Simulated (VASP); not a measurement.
# In (C2/m) in VASP: further runs

The runs below take In through single point, with r2SCAN.

All numbers are computed with VASP 6.6.1; they aren't measurements. Logs are shortened: lines on timing, memory, paths and dates and some standing lists are left out, and cuts for length are marked.

### 1 The cell of the first run

The structure is monoclinic, space group C2/m (No. 12). The conventional cell has a = 4.492 Å, b = 4.639 Å, c = 3.339 Å, α = 90.00°, β = 130.88°, γ = 90.00°. Within 4.2 Å of In (site symmetry 2/m) lie 12 In at 3.23 to 3.43 Å.

### 2 Single point, r2SCAN

Input file POSCAR:

```
In
1.0
   -1.6190646052      1.6612415974      2.5247666629
    1.6612415974     -1.6190646052      2.5247666629
    1.5669310712      1.5669310712     -2.4970521319
In
1
Direct
    0.0000000000      0.0000000000      0.0000000000
```

Input file INCAR.step1:

```
SYSTEM = In
ALGO = Normal
EDIFF = 1E-4
ENCUT = 520
GGA = PE
ISMEAR = -1
LASPH = .True.
LCHARG = .False.
LREAL = .False.
LWAVE = .True.
NBANDS = 12
NELM = 80
PREC = Accurate
SIGMA = 0.1
```

Input file INCAR.step2:

```
SYSTEM = In
ALGO = Normal
EDIFF = 1E-6
ENCUT = 520
ISIF = 2
ISMEAR = -1
ISTART = 1
LASPH = .True.
LCHARG = .False.
LMIXTAU = .True.
LREAL = .False.
LWAVE = .False.
METAGGA = R2SCAN
NBANDS = 12
NELM = 80
PREC = Accurate
SIGMA = 0.1
```

Input file KPOINTS:

```
k-points
0
Gamma
  4 4 5
  0 0 0
```

Potentials or basis: VASP PAW PBE potentials, release 64 (In_d).

Run with:

```console
> cat potpaw_PBE.64/In_d/POTCAR > POTCAR
> cp INCAR.step1 INCAR
> mpirun -np 1 vasp_std > vasp.out
> cp INCAR.step2 INCAR
> mpirun -np 1 vasp_std > vasp.out
```

OUTCAR:

```text
SYSTEM = In
   EDIFF = 1E-6
   ENCUT = 520
   ISIF = 2
   ISMEAR = -1
   ISTART = 1
   LASPH = .True.
   LREAL = .False.
   METAGGA = R2SCAN
   NELM = 80
   PREC = Accurate

 ion  position               nearest neighbor table
   1  0.000  0.000  0.000-

  Warning from LATTYP: Got some problem with cell dimensions!
  Tried to take original basis but could not verify dimensions!
  LATTYP: Found a base centered monoclinic cell.
 ALAT       =     4.4919396200
 B/A-ratio  =     1.0327506407
 C/A-ratio  =     0.7432279121
 COS(beta)  =    -0.6544768028

  Lattice vectors:

 A1 = (   0.0521335340,  -3.2281726686,  -0.0277145310)
 A2 = (  -3.2281726686,   0.0521335340,  -0.0277145310)
 A3 = (   1.5669310712,   1.5669310712,  -2.4970521319)

Analysis of symmetry for initial positions (statically):
=====================================================================
 Subroutine PRICEL returns:
 Original cell was already a primitive cell.

 Routine SETGRP: Setting up the symmetry group for a
 base centered monoclinic supercell.

 Subroutine GETGRP returns: Found  4 space group operations
 (whereof  4 operations were pure point group operations)
 out of a pool of  4 trial point group operations.

The static configuration has the point symmetry C_2h.

Analysis of symmetry for dynamics (positions and initial velocities):
=====================================================================
 Subroutine PRICEL returns:
 Original cell was already a primitive cell.

 Routine SETGRP: Setting up the symmetry group for a
 base centered monoclinic supercell.

 Subroutine GETGRP returns: Found  4 space group operations
 (whereof  4 operations were pure point group operations)
 out of a pool of  4 trial point group operations.

The dynamic configuration has the point symmetry C_2h.

 Subroutine INISYM returns: Found  4 space group operations
 (whereof  4 operations are pure point group operations),
 and found     1 'primitive' translations

----------------------------------------------------------------------------------------

                                     Primitive cell

  volume of cell :      26.3001

  direct lattice vectors                    reciprocal lattice vectors
    -1.619064605  1.661241597  2.524766663     0.003298590  0.308148179  0.195436696
     1.661241597 -1.619064605  2.524766663     0.308148179  0.003298590  0.195436696
     1.566931071  1.566931071 -2.497052132     0.314903486  0.314903486 -0.005260558

  length of vectors
[... 83 lines left out ...]
   NSW    =      0    number of steps for IOM
   IBRION =     -1    ionic relax: 0-MD 1-quasi-New 2-CG
   NFREE  =      0    steps in history (QN), initial steepest desc. (CG)
   ISIF   =      2    stress and relaxation
   ISYM   =      2    0-nonsym 1-usesym 2-fastsym
   POTIM  = 0.5000    time-step for ionic-motion
   TEBEG  =    0.0;   TEEND  =   0.0 temperature during run
   PSTRESS=    0.0 pullay stress
   NELECT =      13.0000    total number of electrons
   NUPDOWN=      -1.0000    fix difference up-down
   EMIN   =  10.00;   EMAX   =-10.00  energy-range for DOS
   EFERMI =   0.00;   METHOD = LEGACY
   ISMEAR =    -1;   SIGMA  =   0.10  broadening in eV -4-tet -1-fermi 0-gaus
   EFERMI_NEDOS =   21; number of points for ismear=-14 and -15
   IALGO  =     38    algorithm
   IMIX   =      4    mixing-type and parameters
     AMIX     =   0.40;   BMIX     =  1.00
     AMIX_MAG =   1.60;   BMIX_MAG =  1.00
  volume/ion in A,a.u.               =      26.30       177.48
  Fermi-wavevector in a.u.,A,eV,Ry     =   1.294404  2.446069 22.796318  1.675482
  Thomas-Fermi vector in A             =   2.425989
   LORBIT       =      0    0 simple, 1 ext, 2 COOP (PROOUT), +10 PAW based schemes
   METAGGA = R2SCAN    functional components
   LHFCALC =     F    Hartree Fock is set to
   AEXX    =    0.0000 exact exchange contribution
   IVDW    =     0    specifies the selected vdW correction
   LEPSILON=     F    determine dielectric tensor
   LRPA    =     F    only Hartree local field effects (RPA)
 non-spin polarized calculation
  energy-cutoff  :      520.00
  volume of cell :       26.30
 maximum number of plane-waves:       721
 NGX is ok and might be reduce to    28
   NGX = 13   NGY = 13   NGZ = 13

 number of electron      13.0000002 magnetization

 Free energy of the ion-electron system (eV)
  ---------------------------------------------------
  ext. energy  EPLUGINS =         0.00000000
  ---------------------------------------------------
  free energy    TOTEN  =       -22.52118342 eV

  energy without entropy =      -22.51221314  energy(sigma->0) =      -22.51669828

 E-fermi :   7.2827     XC(G=0): -11.0433

 val. band max:        7.1626106637   @ k =   0.2500   0.2500   0.2000
 cond. band min:       7.7201640734   @ k =   0.2500   0.2500   0.2000
 fundamental gap:      0.5575534097
 Fermi energy:         7.2826830517

 k-point     1 :       0.0000    0.0000    0.0000
  band No.  band energies     occupation
      1      -7.9086      2.00000
      2      -7.7869      2.00000
      3      -7.7379      2.00000
      4      -7.7223      2.00000
      5      -7.5552      2.00000
      6      -2.5718      2.00000
      7      18.2681      0.00000
      8      18.4974      0.00000
      9      19.0243      0.00000
     10      19.7448      0.00000
     11      21.6654      0.00000
     12      22.0836      0.00000
[... 331 lines left out ...]
 k-point    24 :      -0.2500    0.2500    0.4000
  band No.  band energies     occupation
      1      -7.8534      2.00000
      2      -7.7640      2.00000
      3      -7.7028      2.00000
      4      -7.5738      2.00000
      5      -7.4933      2.00000
      6       4.6276      2.00000
      7       6.7845      1.98637
      8       7.0701      1.78686
      9      12.1361      0.00000
     10      20.5022      0.00000
     11      22.3500      0.00000
     12      23.3850      0.00000

 [... further k-points ...]
[... 5 lines left out ...]
  --------------------------------------------------------------------------------------
  -------------------------------------------------------------------------------------
  Total       -0.0214272     -0.0214272     -0.0690989     -0.3001654      0.4283675      0.4283676
  in kB       -1.3053221     -1.3053221     -4.2094305    -18.2857615     26.0956964     26.0957031
  external PRESSURE =      -2.2733582 kB  Pullay stress =       0.0000000 kB

 VOLUME and BASIS-vectors are now :
 -----------------------------------------------------------------------------
  energy-cutoff  :      520.00
  volume of cell :       26.30
      direct lattice vectors                 reciprocal lattice vectors
    -1.619064605  1.661241597  2.524766663     0.003298590  0.308148179  0.195436696
     1.661241597 -1.619064605  2.524766663     0.308148179  0.003298590  0.195436696
     1.566931071  1.566931071 -2.497052132     0.314903486  0.314903486 -0.005260558

 POSITION                                       TOTAL-FORCE (eV/Angst)
 -----------------------------------------------------------------------------------
      0.00000      0.00000      0.00000         0.000000      0.000000      0.000000
 -----------------------------------------------------------------------------------
    total drift:                               -0.000000     -0.000000     -0.000000

  FREE ENERGIE OF THE ION-ELECTRON SYSTEM (eV)
  ---------------------------------------------------
  free  energy   TOTEN  =       -22.5211834152 eV

  energy  without entropy=      -22.5122131400  energy(sigma->0) =      -22.51669828
```

OSZICAR.step1:

```text
N       E                     dE             d eps       ncg     rms          rms(c)
DAV:   1     0.753778927639E+02    0.75378E+02   -0.62928E+03   664   0.134E+03
DAV:   2     0.120216280763E+01   -0.74176E+02   -0.72324E+02   684   0.284E+02
DAV:   3    -0.244477599329E+01   -0.36469E+01   -0.36353E+01   780   0.640E+01
DAV:   4    -0.252134511792E+01   -0.76569E-01   -0.76540E-01   840   0.923E+00
DAV:   5    -0.252503870657E+01   -0.36936E-02   -0.36935E-02   904   0.174E+00    0.228E+00
DAV:   6    -0.250181155501E+01    0.23227E-01   -0.37545E-02   820   0.397E+00    0.113E+00
DAV:   7    -0.249745512247E+01    0.43564E-02   -0.11843E-02   840   0.206E+00    0.257E-01
DAV:   8    -0.249721533654E+01    0.23979E-03   -0.96340E-04   844   0.512E-01    0.366E-02
DAV:   9    -0.249722297709E+01   -0.76406E-05   -0.13680E-05   408   0.508E-02
   1 F= -.24972230E+01 E0= -.24921943E+01  d E =-.100574E-01
```

Run time: 22 s. Hardware: 1 thread of Intel Xeon 6975P-C (Granite Rapids), shared host; peak memory 0.16 GiB.

Results:

```yaml
Free_energy: -22.5212 eV
Pressure: -0.2 GPa
```

Caveat: the k points lie up to 0.57 Å⁻¹ apart; the PAW data sets were made with another functional, which shifts forces and pressure a little; spin-orbit coupling is left out, which moves the levels of the heavy elements.

### 3 Single point, r2SCAN

POSCAR is that of step 2.

Input file INCAR.step1:

```
SYSTEM = In
PREC = Accurate
ENCUT = 520
ISMEAR = -1
SIGMA = 0.1
LREAL = .False.
LASPH = .True.
NELM = 80
NBANDS = 12
GGA = PE
ALGO = Normal
EDIFF = 1E-4
LWAVE = .True.
LCHARG = .False.
```

Input file INCAR.step2:

```
SYSTEM = In
PREC = Accurate
ENCUT = 520
EDIFF = 1E-7
ISMEAR = -1
SIGMA = 0.1
LREAL = .False.
LASPH = .True.
NELM = 80
ALGO = Normal
ISIF = 2
LWAVE = .False.
LCHARG = .False.
METAGGA = R2SCAN
LMIXTAU = .True.
NBANDS = 12
ISTART = 1
```

Input file KPOINTS:

```
Automatic mesh
0
Gamma
  6 6 7
  0 0 0
```

Potentials or basis: VASP PAW PBE potentials, release 64 (In_d).

Run with:

```console
> cat potpaw_PBE.64/In_d/POTCAR > POTCAR
> cp INCAR.step1 INCAR
> mpirun -np 1 vasp_std > vasp.out
> cp INCAR.step2 INCAR
> mpirun -np 1 vasp_std > vasp.out
```

Run time: 52 s. Hardware: 1 thread of Intel Xeon 6975P-C (Granite Rapids), shared host; peak memory 0.17 GiB.

Results (log left out):

```yaml
Free_energy: -22.5962 eV
Pressure: 0.0 GPa
```

Stress tensor (GPa, compression positive):
```
-1.19  0.67 -0.76
 0.67 -1.19 -0.76
-0.76 -0.76  2.26
```

Levels at points of the mesh, in eV from the Fermi level:
| k point | band 3 | band 4 | band 5 | band 6 | band 7 | band 8 | band 9 | band 10 |
| --- | --- | --- | --- | --- | --- | --- | --- | --- |
| (0.00, 0.00, 0.00) | -15.24 | -15.22 | -15.07 | -10.09 | 10.76 | 10.99 | 11.49 | 12.24 |
| (0.50, 0.00, 0.00) | -15.25 | -15.02 | -14.96 | -4.68 | -3.68 | 7.68 | 9.83 | 11.64 |
| (0.50, 0.50, 0.00) | -15.01 | -15.00 | -14.87 | -2.34 | -1.78 | 3.46 | 4.52 | 7.30 |

Caveat: the k points lie up to 0.40 Å⁻¹ apart; the PAW data sets were made with another functional, which shifts forces and pressure a little; spin-orbit coupling is left out, which moves the levels of the heavy elements.

[end of part 1 of 2]
